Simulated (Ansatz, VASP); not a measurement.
## One calculation of ZnSe, two programs

```
CELL_PARAMETERS angstrom
0.00000 2.78377 2.78377
2.78377 0.00000 2.78377
2.78377 2.78377 0.00000
ATOMIC_POSITIONS crystal
Zn 0.00000 0.00000 0.00000
Se 0.75000 0.75000 0.75000
```

Alike in both runs: functional LDA; k mesh 8 × 8 × 8; occupations gaussian, width 0.02 eV; no spin polarisation.

Ansatz relaxed the structure, and its values are those at the end. VASP's run is a single point on that final structure, the one shown.

|  | VASP | Ansatz |
| --- | --- | --- |
| version | VASP 6.6.1 | Ansatz 0.2.0 |
| potentials or method | VASP PAW LDA potentials, release 64 (Zn, Se), cutoff 520 eV | scalar-relativistic, plane waves, PAW |
| valence electrons in the cell | 18 | 28 |

```csv
,VASP,Ansatz,Ansatz less VASP
gap on the k mesh at the Fermi level (eV),1.29,1.25,-0.040
least direct gap on the mesh (eV),1.29,1.25,-0.040
pressure (GPa),0.4,0.0,-0.37
```

LDA's correlation is that of Perdew and Zunger in VASP and of Perdew and Wang (1992) in Ansatz. VASP's potentials hold 18 valence electrons a cell and Ansatz's 28, so a difference there can come from the potentials and not from the codes.
